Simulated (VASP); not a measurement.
# Cu in VASP: a series of runs, part 3 of 3

VASP 6.6.1. The steps go on from the part before.

**4. Single point, PBE (strain -0.050 along x and y, +0.000 along z)**

INCAR reads:

```
SYSTEM = Cu
ALGO = Normal
EDIFF = 1E-6
ENCUT = 520
GGA = PE
ISIF = 2
ISMEAR = 0
LASPH = .TRUE.
LCHARG = .FALSE.
LREAL = .FALSE.
LWAVE = .FALSE.
NBANDS = 12
NELM = 80
PREC = Accurate
SIGMA = 0.15
```

KPOINTS reads:

```
k-points
0
G
  22 22 22
  0 0 0
```

POSCAR reads:

```
Cu
1.0
    0.0000000000      1.7171250000      1.8075000000
    1.7171250000      0.0000000000      1.8075000000
    1.7171250000      1.7171250000      0.0000000000
Cu
1
Direct
    0.0000000000      0.0000000000      0.0000000000
```

Potentials or basis: VASP PAW PBE potentials, release 64 (Cu).

Launch:

```bash
$ cat potpaw_PBE.64/Cu/POTCAR > POTCAR
$ mpirun -np 1 vasp_std > vasp.out
```

OUTCAR:

```text
SYSTEM = Cu
   EDIFF = 1E-6
   ENCUT = 520
   GGA = PE
   ISIF = 2
   ISMEAR = 0
   LASPH = .TRUE.
   LREAL = .FALSE.
   NELM = 80
   PREC = Accurate

 ion  position               nearest neighbor table
   1  0.000  0.000  0.000-

  LATTYP: Found a body centered tetragonal cell.
 ALAT       =     2.4283814633
 C/A-ratio  =     1.4886458551

  Lattice vectors:

 A1 = (  -1.7171250000,   0.0000000000,   1.8075000000)
 A2 = (   1.7171250000,   0.0000000000,   1.8075000000)
 A3 = (   0.0000000000,   1.7171250000,  -1.8075000000)

Analysis of symmetry for initial positions (statically):
=====================================================================
 Subroutine PRICEL returns:
 Original cell was already a primitive cell.

 Routine SETGRP: Setting up the symmetry group for a
 body centered tetragonal supercell.

 Subroutine GETGRP returns: Found 16 space group operations
 (whereof 16 operations were pure point group operations)
 out of a pool of 16 trial point group operations.

The static configuration has the point symmetry D_4h.

Analysis of symmetry for dynamics (positions and initial velocities):
=====================================================================
 Subroutine PRICEL returns:
 Original cell was already a primitive cell.

 Routine SETGRP: Setting up the symmetry group for a
 body centered tetragonal supercell.

 Subroutine GETGRP returns: Found 16 space group operations
 (whereof 16 operations were pure point group operations)
 out of a pool of 16 trial point group operations.

The dynamic configuration has the point symmetry D_4h.

 Subroutine INISYM returns: Found 16 space group operations
 (whereof 16 operations are pure point group operations),
 and found     1 'primitive' translations

----------------------------------------------------------------------------------------

                                     Primitive cell

  volume of cell :      10.6589

  direct lattice vectors                    reciprocal lattice vectors
     0.000000000  1.717125000  1.807500000    -0.291184393  0.291184393  0.276625173
     1.717125000  0.000000000  1.807500000     0.291184393 -0.291184393  0.276625173
     1.717125000  1.717125000  0.000000000     0.291184393  0.291184393 -0.276625173

  length of vectors
     2.493105396  2.493105396  2.428381463     0.496082843  0.496082843  0.496082843

  position of ions in fractional coordinates (direct lattice)
     0.000000000  0.000000000  0.000000000

  ion indices of the primitive-cell ions
   primitive index   ion index
                 1           1

----------------------------------------------------------------------------------------

 KPOINTS: k-points

Automatic generation of k-mesh.
 Grid dimensions read from file:
 generate k-points for:   22   22   22

 Generating k-lattice:

  Cartesian coordinates                     Fractional coordinates (reciprocal lattice)
    -0.013235654  0.013235654  0.012573871     0.045454545  0.000000000  0.000000000
     0.013235654 -0.013235654  0.012573871     0.000000000  0.045454545  0.000000000
     0.013235654  0.013235654 -0.012573871     0.000000000  0.000000000  0.045454545

  Length of vectors
     0.022549220  0.022549220  0.022549220

  Shift w.r.t. Gamma in fractional coordinates (k-lattice)
     0.000000000  0.000000000  0.000000000

 Subroutine IBZKPT returns following result:
 ===========================================

 Found    834 irreducible k-points:

 Following reciprocal coordinates:
            Coordinates               Weight
  0.000000  0.000000  0.000000      1.000000
  0.045455 -0.000000  0.000000      8.000000
  0.090909 -0.000000  0.000000      8.000000
  0.136364  0.000000  0.000000      8.000000
  0.181818 -0.000000  0.000000      8.000000
  0.227273 -0.000000  0.000000      8.000000
[... 16 lines left out ...]
  0.500000  0.045455  0.000000      8.000000
 -0.454545  0.045455  0.000000      8.000000
 [... further k-points ...]
   k-points           NKPTS =    834   k-points in BZ     NKDIM =    834   number of bands    NBANDS=     12
   number of dos      NEDOS =    301   number of ions     NIONS =      1
   total plane-waves  NPLWV =   7200
   dimension x,y,z NGX =    20 NGY =   20 NGZ =   18
   dimension x,y,z NGXF=    40 NGYF=   40 NGZF=   36
   ions per type =               1
   NGX,Y,Z   is equivalent  to a cutoff of  13.34, 13.34, 12.32 a.u.
   NGXF,Y,Z  is equivalent  to a cutoff of  26.67, 26.67, 24.65 a.u.
 SYSTEM =  Cu
   PREC   = accura    normal or accurate (medium, high low for compatibility)
   ISTART =      0    job   : 0-new  1-cont  2-samecut
   ICHARG =      2    charge: 1-file 2-atom 10-const
   ISPIN  =      1    spin polarized calculation?
   LNONCOLLINEAR =      F non collinear calculations
   LSORBIT =      F    spin-orbit coupling
   LASPH  =      T    aspherical Exc in radial PAW
   ENCUT  =  520.0 eV  38.22 Ry    6.18 a.u.   4.64  4.64  4.52*2*pi/ulx,y,z
   NELM   =     80;   NELMIN=  2; NELMDL= -5     # of ELM steps
   EDIFF  = 0.1E-05   stopping-criterion for ELM
   LREAL  =      F    real-space projection
   EDIFFG = 0.1E-04   stopping-criterion for IOM
   NSW    =      0    number of steps for IOM
   IBRION =     -1    ionic relax: 0-MD 1-quasi-New 2-CG
   NFREE  =      0    steps in history (QN), initial steepest desc. (CG)
   ISIF   =      2    stress and relaxation
   ISYM   =      2    0-nonsym 1-usesym 2-fastsym
   POTIM  = 0.5000    time-step for ionic-motion
   TEBEG  =    0.0;   TEEND  =   0.0 temperature during run
   PSTRESS=    0.0 pullay stress
   NELECT =      11.0000    total number of electrons
   NUPDOWN=      -1.0000    fix difference up-down
   EMIN   =  10.00;   EMAX   =-10.00  energy-range for DOS
   EFERMI =   0.00;   METHOD = LEGACY
   ISMEAR =     0;   SIGMA  =   0.15  broadening in eV -4-tet -1-fermi 0-gaus
   EFERMI_NEDOS =   21; number of points for ismear=-14 and -15
   IALGO  =     38    algorithm
   IMIX   =      4    mixing-type and parameters
     AMIX     =   0.40;   BMIX     =  1.00
     AMIX_MAG =   1.60;   BMIX_MAG =  1.00
  volume/ion in A,a.u.               =      10.66        71.93
  Fermi-wavevector in a.u.,A,eV,Ry     =   1.654379  3.126323 37.238737  2.736970
  Thomas-Fermi vector in A             =   2.742656
   LORBIT       =      0    0 simple, 1 ext, 2 COOP (PROOUT), +10 PAW based schemes
   GGA     = PE    functional components
   LHFCALC =     F    Hartree Fock is set to
   AEXX    =    0.0000 exact exchange contribution
   IVDW    =     0    specifies the selected vdW correction
   LEPSILON=     F    determine dielectric tensor
   LRPA    =     F    only Hartree local field effects (RPA)
 non-spin polarized calculation
 Gauss-broadening in eV      SIGMA  =   0.15
  energy-cutoff  :      520.00
  volume of cell :       10.66
 maximum number of plane-waves:       299
   NGX =  9   NGY =  9   NGZ =  9

 number of electron      10.9999992 magnetization

 Free energy of the ion-electron system (eV)
  ---------------------------------------------------
  ext. energy  EPLUGINS =         0.00000000
  ---------------------------------------------------
  free energy    TOTEN  =        -3.64227896 eV

  energy without entropy =       -3.63969343  energy(sigma->0) =       -3.64098619

 E-fermi :   8.9605     XC(G=0): -13.3324

 val. band max:        8.9180906695   @ k =  -0.2273   0.2727   0.0909
 cond. band min:       8.9617155727   @ k =   0.5000   0.3182   0.0909
 fundamental gap:      0.0436249032
 Fermi energy:         8.9604799482

 k-point     1 :       0.0000    0.0000    0.0000
  band No.  band energies     occupation
      1      -1.2321      2.00000
      2       5.3734      2.00000
      3       5.6716      2.00000
      4       5.6716      2.00000
      5       6.3723      2.00000
      6       6.6720      2.00000
      7      32.3907      0.00000
      8      35.5609      0.00000
      9      35.9467      0.00000
     10      35.9467      0.00000
     11      38.3945      0.00000
     12      38.3945      0.00000
[... 331 lines left out ...]
 k-point    24 :      -0.4545    0.0455    0.0000
  band No.  band energies     occupation
      1       3.2717      2.00000
      2       5.3648      2.00000
      3       5.6947      2.00000
      4       6.7874      2.00000
      5       7.1110      2.00000
      6       8.0066      2.00000
      7      13.4907      0.00000
      8      29.0596      0.00000
      9      32.3339      0.00000
     10      33.3246      0.00000
     11      35.8981      0.00000
     12      36.7044      0.00000

 [... further k-points ...]

------------------------ aborting loop because EDIFF is reached ----------------------------------------

  FORCE on cell =-STRESS in cart. coord.  units (eV):
  Direction    XX          YY          ZZ          XY          YZ          ZX
  --------------------------------------------------------------------------------------
  -------------------------------------------------------------------------------------
  Total        1.5881899      1.5881899      1.2690536      0.0000000      0.0000000      0.0000000
  in kB      238.7266386    238.7266386    190.7560947      0.0000000      0.0000000      0.0000000
  external PRESSURE =     222.7364573 kB  Pullay stress =       0.0000000 kB

 VOLUME and BASIS-vectors are now :
 -----------------------------------------------------------------------------
  energy-cutoff  :      520.00
  volume of cell :       10.66
      direct lattice vectors                 reciprocal lattice vectors
     0.000000000  1.717125000  1.807500000    -0.291184393  0.291184393  0.276625173
     1.717125000  0.000000000  1.807500000     0.291184393 -0.291184393  0.276625173
     1.717125000  1.717125000  0.000000000     0.291184393  0.291184393 -0.276625173

 POSITION                                       TOTAL-FORCE (eV/Angst)
 -----------------------------------------------------------------------------------
      0.00000      0.00000      0.00000         0.000000     -0.000000     -0.000000
 -----------------------------------------------------------------------------------
    total drift:                               -0.000000     -0.000000     -0.000000

  FREE ENERGIE OF THE ION-ELECTRON SYSTEM (eV)
  ---------------------------------------------------
  free  energy   TOTEN  =        -3.6422789562 eV

  energy  without entropy=       -3.6396934337  energy(sigma->0) =       -3.64098619
```

OSZICAR:

```text
N       E                     dE             d eps       ncg     rms          rms(c)
DAV:   1     0.416390092687E+02    0.41639E+02   -0.54077E+03 22604   0.159E+03
DAV:   2    -0.331808665941E+01   -0.44957E+02   -0.41458E+02 20676   0.207E+02
DAV:   3    -0.457133344204E+01   -0.12532E+01   -0.12433E+01 23284   0.391E+01
DAV:   4    -0.457838953126E+01   -0.70561E-02   -0.70552E-02 22624   0.261E+00
DAV:   5    -0.457844949378E+01   -0.59963E-04   -0.59962E-04 23612   0.245E-01    0.779E+00
DAV:   6    -0.394574470191E+01    0.63270E+00   -0.12878E+01 23908   0.702E+01    0.328E+00
DAV:   7    -0.365856367481E+01    0.28718E+00   -0.18359E+00 23808   0.262E+01    0.692E-01
DAV:   8    -0.364324548547E+01    0.15318E-01   -0.56800E-03 26080   0.764E-01    0.232E-01
DAV:   9    -0.364227424821E+01    0.97124E-03   -0.54628E-03 26268   0.131E+00    0.262E-02
DAV:  10    -0.364228070825E+01   -0.64600E-05   -0.26305E-05 26948   0.781E-02    0.832E-03
DAV:  11    -0.364227880380E+01    0.19044E-05   -0.12008E-06 16408   0.216E-02    0.254E-04
DAV:  12    -0.364227895616E+01   -0.15236E-06   -0.63023E-08 11448   0.275E-03
   1 F= -.36422790E+01 E0= -.36409862E+01  d E =-.258552E-02
```

stdout:

```text
POSCAR found type information on POSCAR Cu
 POSCAR found :  1 types and       1 ions
 scaLAPACK will be used
 LDA part: xc-table for (Slater+PW92), standard interpolation
 POSCAR, INCAR and KPOINTS ok, starting setup
 FFT: planning ... GRIDC
 FFT: planning ... GRID_SOFT
 FFT: planning ... GRID
 WAVECAR not read
 entering main loop
```

It took 2.7 min on 1 thread of AMD EPYC 7R13, shared host; peak memory 0.18 GiB.

What came out:

```
Free energy            : -3.6423 eV
Pressure               : 22.3 GPa
Band gap on the k mesh : zero (an odd number of electrons rules out a gap without spin polarisation)
```

Caveat: the cell differs from its parent crystal (strain -0.050 along x and y, +0.000 along z); the cell stands under pressure.

**5. The runs side by side**

| cell | gap on the mesh (eV) | pressure (GPa) |
| --- | --- | --- |
| a = 2.684 Å, angles 60.0°, 1 atom | none | -12.1 |
| a = 2.461, b = 2.461, c = 2.428 Å, angles 60.4, 60.4, 59.1°, 1 atom | none | 28.7 |
| a = 2.493, b = 2.493, c = 2.428 Å, angles 60.9, 60.9, 58.3°, 1 atom | none | 22.3 |

Alike in all rows: task single point; level PBE; potentials or basis VASP PAW PBE potentials, release 64 (Cu); no spin polarisation; k mesh 22 × 22 × 22; cutoff (eV) 520; smearing gaussian 0.15 eV.

Caveats: the cell stands under pressure (at least some runs); the cell stands under tension (at least some runs).

Absolute energies hang on the potentials; compare differences alone.

The gap in the log of VASP goes by the Fermi energy; the results here count the filled bands.